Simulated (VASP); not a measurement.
# Ru (P6_3/mmc) in VASP: further runs

Ru is run at these levels: PBE; tasks: single point.

All numbers are computed with VASP 6.6.1; they aren't measurements. Logs are shortened: lines on timing, memory, paths and dates and some standing lists are left out, and cuts for length are marked.

**1. The cell of the first run**

It takes space group P6_3/mmc (No. 194, hexagonal). Conventional cell: a = 2.720 Å, b = 2.720 Å, c = 4.297 Å, α = 90.00°, β = 90.00°, γ = 120.00°. Within 3.5 Å of Ru (site symmetry -6m2) lie 12 Ru at 2.66 to 2.72 Å.

**2. Single point, PBE**

Contents of INCAR:

```
SYSTEM = Ru
ALGO = Fast
EDIFF = 1E-6
ENCUT = 520
GGA = PE
ISIF = 2
ISMEAR = 0
LASPH = .TRUE.
LCHARG = .FALSE.
LREAL = .FALSE.
LWAVE = .FALSE.
NBANDS = 21
NELM = 100
PREC = Accurate
SIGMA = 0.15
```

Contents of KPOINTS:

```
k-points
0
G
  24 24 14
  0 0 0
```

Contents of POSCAR:

```
Ru
1.0
    2.7200250908      0.0000000000      0.0000000000
   -1.3600125454      2.3556108275      0.0000000000
    0.0000000000      0.0000000000      4.2967694966
Ru
2
Direct
    0.3333333333      0.6666666667      0.2500000000
    0.6666666667      0.3333333333      0.7500000000
```

Potentials or basis: VASP PAW PBE potentials, release 64 (Ru_pv).

Started as:

```console
cat potpaw_PBE.64/Ru_pv/POTCAR > POTCAR
mpirun -np 1 vasp_std > vasp.out
```

OUTCAR:

```text
SYSTEM = Ru
   EDIFF = 1E-6
   ENCUT = 520
   GGA = PE
   ISIF = 2
   ISMEAR = 0
   LASPH = .TRUE.
   LREAL = .FALSE.
   NELM = 100
   PREC = Accurate

 ion  position               nearest neighbor table
   1  0.333  0.667  0.250-   2 2.66   2 2.66   2 2.66   2 2.66   2 2.66   2 2.66
   2  0.667  0.333  0.750-   1 2.66   1 2.66   1 2.66   1 2.66   1 2.66   1 2.66

  LATTYP: Found a hexagonal cell.
 ALAT       =     2.7200250908
 C/A-ratio  =     1.5796800960

  Lattice vectors:

 A1 = (   2.7200250908,   0.0000000000,   0.0000000000)
 A2 = (  -1.3600125454,   2.3556108275,   0.0000000000)
 A3 = (   0.0000000000,   0.0000000000,   4.2967694966)

Analysis of symmetry for initial positions (statically):
=====================================================================
 Subroutine PRICEL returns:
 Original cell was already a primitive cell.

 Routine SETGRP: Setting up the symmetry group for a
 hexagonal supercell.

 Subroutine GETGRP returns: Found 24 space group operations
 (whereof 12 operations were pure point group operations)
 out of a pool of 24 trial point group operations.

The static configuration has the point symmetry D_3d.
 The point group associated with its full space group is D_6h.

Analysis of symmetry for dynamics (positions and initial velocities):
=====================================================================
 Subroutine PRICEL returns:
 Original cell was already a primitive cell.

 Routine SETGRP: Setting up the symmetry group for a
 hexagonal supercell.

 Subroutine GETGRP returns: Found 24 space group operations
 (whereof 12 operations were pure point group operations)
 out of a pool of 24 trial point group operations.

The dynamic configuration has the point symmetry D_3d.
 The point group associated with its full space group is D_6h.

 Subroutine INISYM returns: Found 24 space group operations
 (whereof 12 operations are pure point group operations),
 and found     1 'primitive' translations

----------------------------------------------------------------------------------------

                                     Primitive cell

  volume of cell :      27.5308

  direct lattice vectors                    reciprocal lattice vectors
     2.720025091  0.000000000  0.000000000     0.367643667  0.212259170  0.000000000
    -1.360012545  2.355610828  0.000000000     0.000000000  0.424518341  0.000000000
     0.000000000  0.000000000  4.296769497     0.000000000  0.000000000  0.232732987

  length of vectors
[... 80 lines left out ...]
   ENCUT  =  520.0 eV  38.22 Ry    6.18 a.u.   5.06  5.06  7.99*2*pi/ulx,y,z
   NELM   =    100;   NELMIN=  2; NELMDL= -5     # of ELM steps
   EDIFF  = 0.1E-05   stopping-criterion for ELM
   LREAL  =      F    real-space projection
   EDIFFG = 0.1E-04   stopping-criterion for IOM
   NSW    =      0    number of steps for IOM
   IBRION =     -1    ionic relax: 0-MD 1-quasi-New 2-CG
   NFREE  =      0    steps in history (QN), initial steepest desc. (CG)
   ISIF   =      2    stress and relaxation
   ISYM   =      2    0-nonsym 1-usesym 2-fastsym
   POTIM  = 0.5000    time-step for ionic-motion
   TEBEG  =    0.0;   TEEND  =   0.0 temperature during run
   PSTRESS=    0.0 pullay stress
   NELECT =      28.0000    total number of electrons
   NUPDOWN=      -1.0000    fix difference up-down
   EMIN   =  10.00;   EMAX   =-10.00  energy-range for DOS
   EFERMI =   0.00;   METHOD = LEGACY
   ISMEAR =     0;   SIGMA  =   0.15  broadening in eV -4-tet -1-fermi 0-gaus
   EFERMI_NEDOS =   21; number of points for ismear=-14 and -15
   IALGO  =     68    algorithm
   IMIX   =      4    mixing-type and parameters
     AMIX     =   0.40;   BMIX     =  1.00
     AMIX_MAG =   1.60;   BMIX_MAG =  1.00
  volume/ion in A,a.u.               =      13.77        92.89
  Fermi-wavevector in a.u.,A,eV,Ry     =   1.646347  3.111144 36.878020  2.710458
  Thomas-Fermi vector in A             =   2.735990
   LORBIT       =      0    0 simple, 1 ext, 2 COOP (PROOUT), +10 PAW based schemes
   GGA     = PE    functional components
   LHFCALC =     F    Hartree Fock is set to
   AEXX    =    0.0000 exact exchange contribution
   IVDW    =     0    specifies the selected vdW correction
   LEPSILON=     F    determine dielectric tensor
   LRPA    =     F    only Hartree local field effects (RPA)
 non-spin polarized calculation
 RMM-DIIS sequential band-by-band and
 Gauss-broadening in eV      SIGMA  =   0.15
  energy-cutoff  :      520.00
  volume of cell :       27.53
 maximum number of plane-waves:       762
   NGX = 11   NGY = 11   NGZ = 15

 number of electron      28.0000013 magnetization

 Free energy of the ion-electron system (eV)
  ---------------------------------------------------
  ext. energy  EPLUGINS =         0.00000000
  ---------------------------------------------------
  free energy    TOTEN  =       -18.47639214 eV

  energy without entropy =      -18.45502762  energy(sigma->0) =      -18.46570988

 E-fermi :  12.6001     XC(G=0): -14.0343

 val. band max:       12.5976453759   @ k =   0.2500   0.0417   0.2143
 cond. band min:      12.6013210792   @ k =   0.3750   0.0417   0.4286
 fundamental gap:      0.0036757033
 Fermi energy:        12.6001409077

 k-point     1 :       0.0000    0.0000    0.0000
  band No.  band energies     occupation
      1     -31.0083      2.00000
      2     -30.1188      2.00000
      3     -30.1188      2.00000
      4     -29.9543      2.00000
      5     -29.9543      2.00000
      6     -29.9118      2.00000
[... 565 lines left out ...]
     20      24.4388      0.00000
     21      25.3225      0.00000

 [... further k-points ...]

------------------------ aborting loop because EDIFF is reached ----------------------------------------

  FORCE on cell =-STRESS in cart. coord.  units (eV):
  Direction    XX          YY          ZZ          XY          YZ          ZX
  --------------------------------------------------------------------------------------
  -------------------------------------------------------------------------------------
  Total        0.0315215      0.0315215     -0.0827402      0.0000000      0.0000000      0.0000000
  in kB        1.8344232      1.8344232     -4.8151358      0.0000000      0.0000000      0.0000000
  external PRESSURE =      -0.3820965 kB  Pullay stress =       0.0000000 kB

 VOLUME and BASIS-vectors are now :
 -----------------------------------------------------------------------------
  energy-cutoff  :      520.00
  volume of cell :       27.53
      direct lattice vectors                 reciprocal lattice vectors
     2.720025091  0.000000000  0.000000000     0.367643667  0.212259170  0.000000000
    -1.360012545  2.355610828  0.000000000     0.000000000  0.424518341  0.000000000
     0.000000000  0.000000000  4.296769497     0.000000000  0.000000000  0.232732987

 POSITION                                       TOTAL-FORCE (eV/Angst)
 -----------------------------------------------------------------------------------
     -0.00000      1.57041      1.07419        -0.000000      0.000000      0.000000
      1.36001      0.78520      3.22258         0.000000     -0.000000      0.000000
 -----------------------------------------------------------------------------------
    total drift:                               -0.000000      0.000000     -0.000000

  FREE ENERGIE OF THE ION-ELECTRON SYSTEM (eV)
  ---------------------------------------------------
  free  energy   TOTEN  =       -18.4763921358 eV

  energy  without entropy=      -18.4550276234  energy(sigma->0) =      -18.46570988
```

Wall time 4.9 min (1 thread of Intel Xeon 8259CL, shared host); peak memory 0.32 GiB.

What came out:

- Free energy: -18.4764 eV
- Pressure: 0.0 GPa
- Band gap on the k mesh: zero (bands 14 and 15 overlap by 3.10 eV)

Stress tensor (GPa, compression positive):
```
 0.18  0.00  0.00
 0.00  0.18  0.00
 0.00  0.00 -0.48
```

**3. Single point, PBE**

Contents of INCAR:

```
SYSTEM = Ru
PREC = Accurate ; ENCUT = 520
EDIFF = 1E-6 ; ISMEAR = 0
SIGMA = 0.15 ; LREAL = .FALSE.
LASPH = .TRUE. ; NELM = 80
ALGO = Fast ; ISIF = 2
LWAVE = .FALSE. ; LCHARG = .TRUE.
GGA = PE ; LELF = .TRUE.
LVHAR = .TRUE. ; NBANDS = 21
```

Contents of KPOINTS:

```
regular mesh
0
G
  30 30 16
  0 0 0
```

POSCAR is that of step 2.

Potentials or basis: VASP PAW PBE potentials, release 64 (Ru_pv).

Started as:

```console
cat potpaw_PBE.64/Ru_pv/POTCAR > POTCAR
mpirun -np 1 vasp_std > vasp.out
```

Run time: 8.3 min. Hardware: 1 thread of Intel Xeon 8259CL, shared host; peak memory 0.45 GiB.

It converged, with:

- Free energy: -18.4781 eV
- Pressure: -0.1 GPa
- Band gap on the k mesh: zero (bands 14 and 15 overlap by 3.16 eV)

Stress tensor (GPa, compression positive):
```
 0.15  0.00  0.00
 0.00  0.15  0.00
 0.00  0.00 -0.54
```

Levels at points of the mesh, in eV from the Fermi level:
```tsv
k point	band 11	band 12	band 13	band 14	band 15	band 16	band 17	band 18
(0.00, 0.00, 0.00)	-2.37	-1.89	-1.89	-1.39	-1.39	1.14	1.14	1.29
(0.50, 0.00, 0.00)	-2.04	-1.79	-1.50	1.37	1.78	1.86	3.97	6.01
(0.00, 0.00, 0.50)	-2.72	-2.72	-2.67	-2.67	0.52	0.52	0.52	0.52
(0.50, 0.00, 0.50)	-1.05	-1.05	0.43	0.43	1.62	1.62	3.33	3.33
```

**4. Single point, PBE, non-collinear spin, zero start, spin-orbit coupling**

Contents of INCAR:

```
SYSTEM = Ru
ALGO = Fast ; EDIFF = 1E-6
ENCUT = 520 ; GGA = PE
GGA_COMPAT = .FALSE. ; ISIF = 2
ISMEAR = 0 ; LASPH = .TRUE.
LCHARG = .FALSE. ; LMAXMIX = 4
LORBIT = 11 ; LORBMOM = .TRUE.
LREAL = .FALSE. ; LSORBIT = .TRUE.
LWAVE = .FALSE. ; MAGMOM = 0 0 0 0 0 0
NBANDS = 40 ; NELM = 150
PREC = Accurate ; SIGMA = 0.1
```

Contents of KPOINTS:

```
k-points
0
G
  18 18 10
  0 0 0
```

Contents of POSCAR:

```
Ru
1.0
    2.7200250913      0.0000000000      0.0000000000
   -1.3600125457      2.3556108280      0.0000000000
    0.0000000000      0.0000000000      4.2967694969
Ru
2
Direct
    0.3333333333      0.6666666667      0.2500000000
    0.6666666667      0.3333333333      0.7500000000
```

Started as:

```console
cat potpaw_PBE.64/Ru_pv/POTCAR > POTCAR
mpirun -np 1 vasp_ncl > vasp.out
```

It took 6.3 min on 1 thread of Oxide Virtual Turin-like, shared host; peak memory 0.39 GiB.

The run converged. Its results:

```
Free energy                                           : -18.7364 eV
Pressure                                              : 0.2 GPa
Net moment                                            : 0.00 μB per cell
Valence electrons inside the program's atomic spheres : Ru 12.64
```

Moments on the atoms (μB; x, y, z):
```
Ru  0.00 0.00 0.00
Ru  0.00 0.00 0.00
```

**5. Summary**

```tsv
spin	k mesh	smearing	further INCAR settings	gap on the mesh (eV)	pressure (GPa)
off	24 × 24 × 14	gaussian 0.15 eV	ALGO = Fast; EDIFF = 1e-06; NBANDS = 21	none	0.0
off	30 × 30 × 16	gaussian 0.15 eV	ALGO = Fast; EDIFF = 1e-06; NBANDS = 21	none	-0.1
non-collinear, zero start, SOC	18 × 18 × 10	gaussian 0.1 eV	ALGO = Fast; EDIFF = 1e-06; NBANDS = 40	-	0.2
```

Alike in all rows: task single point; level PBE; potentials or basis VASP PAW PBE potentials, release 64 (Ru_pv); cell as given; cutoff (eV) 520.

Absolute energies hang on the potentials; compare differences alone.
